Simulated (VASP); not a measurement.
Here is a VASP 6.6.1 calculation.

File INCAR:

```
ALGO = Normal
EDIFF = 1E-7
ENCUT = 520
GGA = PE
ISIF = 2
ISMEAR = -1
ISPIN = 2
LASPH = T
LCHARG = F
LMAXMIX = 4
LORBIT = 11
LREAL = F
LWAVE = F
MAGMOM = 1.5 0
NBANDS = 18
NELM = 150
NUPDOWN = 1.5
PREC = Accurate
SIGMA = 0.05
```

KPOINTS

```
k-points
0
Gamma
  9 9 9
```

File POSCAR:

```
CoO
1.0
    1.6022198417      0.9250420569      2.5664708903
   -1.6022198417      0.9250420569      2.5664708903
    0.0000000000     -1.8500841138      2.5664708903
Co O
1 1
Direct
    0.9989783200      0.9989783200      0.9989783200
    0.7510210300      0.7510210300      0.7510210300
```

Potentials or basis: VASP PAW PBE potentials, release 64 (Co, O).

Launch:

```console
$ cat potpaw_PBE.64/Co/POTCAR potpaw_PBE.64/O/POTCAR > POTCAR
$ mpirun -np 1 vasp_std > vasp.out
```

Predict the pressure.

-10.5 GPa.

What does it give for the largest force?

0.230 eV/Å.

Stress tensor (GPa, compression positive):
```
-11.69   0.00   0.00
  0.00 -11.69   0.00
  0.00   0.00  -8.27
```

Caveat: the total moment is fixed, so each spin has its own Fermi level; a cell with one magnetic atom can't hold antiferromagnetic order, which such compounds often take.
